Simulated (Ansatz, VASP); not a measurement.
**Two plane-wave programs on SnO2**

File INCAR:

```
SYSTEM = SnO2
PREC = Accurate
ENCUT = 520
EDIFF = 1E-6
ISMEAR = 0
SIGMA = 0.05
LREAL = .FALSE.
LASPH = .TRUE.
NELM = 100
ALGO = Normal
ISIF = 2
LWAVE = .FALSE.
LCHARG = .FALSE.
GGA = PE
NBANDS = 35
```

KPOINTS

```
regular mesh
0
G
  6 6 8
  0 0 0
```

Contents of POSCAR:

```
SnO2
1.0
    4.9405222631      0.0000000000      0.0000000000
    0.0000000000      4.9405362667      0.0000000000
    0.0000000000      0.0000000000      3.0866914697
Sn O
2 4
Direct
    0.5000000000      0.5000000000      0.5000000000
    0.0000000000      0.0000000000      0.0000000000
    0.2942685581      0.3189326770      0.0000000000
    0.7942685581      0.1810673230      0.5000000000
    0.2057314419      0.8189326770      0.5000000000
    0.7057314419      0.6810673230      0.0000000000
```

Input for Ansatz:

```yaml
crystal:
  lattice:
    - [4.9405222631, 0.0, 0.0]
    - [0.0, 4.9405362667, 0.0]
    - [0.0, 0.0, 3.0866914697]
  atoms:
    - { symbol: Sn, position: [0.5, 0.5, 0.5] }
    - { symbol: Sn, position: [0.0, 0.0, 0.0] }
    - { symbol: O, position: [0.2942685581, 0.318932677, 0.0] }
    - { symbol: O, position: [0.7942685581, 0.181067323, 0.5] }
    - { symbol: O, position: [0.2057314419, 0.818932677, 0.5] }
    - { symbol: O, position: [0.7057314419, 0.681067323, 0.0] }
basis:
  ecutwfc: 520.0
kpoints:
  mp_grid: { grid: [6, 6, 8] }
hamiltonian:
  xc: pbe
  pseudopotentials: { kind: paw, azcp: { folder: soft_1 } }
scf:
  occupations: { method: gaussian, width: 0.05 }
output:
  forces: true
  stress: true
  eigenvalues: true
```

Change from the starting cell: mode 4 frozen in at -0.084 Å, strain +e along z and -e/2 along x and y -0.0467.

Alike in both runs: task single point; functional PBE; k mesh 6 × 6 × 8; occupations gaussian, width 0.05 eV; no spin polarisation.

|  | VASP | Ansatz |
| --- | --- | --- |
| version | VASP 6.6.1 | Ansatz 0.2.0 |
| potentials or method | VASP PAW PBE potentials, release 64 (Sn_d, O), cutoff 520 eV | scalar-relativistic, plane waves, PAW |
| valence electrons in the cell | 52 | 52 |

Ansatz gave:

* gap on the k mesh at the Fermi level (eV): 1.03
* least direct gap on the mesh (eV): 1.03
* pressure (GPa): 3.4
* traceless stress, the component that is largest in VASP (GPa): 10.43
* rms of the force components (eV/Å): 0.062

Question: What did VASP give for the same quantities?

Answer: gap on the k mesh at the Fermi level (eV): 1.02; least direct gap on the mesh (eV): 1.02; pressure (GPa): 4.0; traceless stress, the component that is largest in VASP (GPa): 10.74; rms of the force components (eV/Å): 0.079.

Atom by atom the forces differ by 0.020 eV/Å (rms over components). With one functional, cell and mesh, what is left measures potentials, basis and numerics.
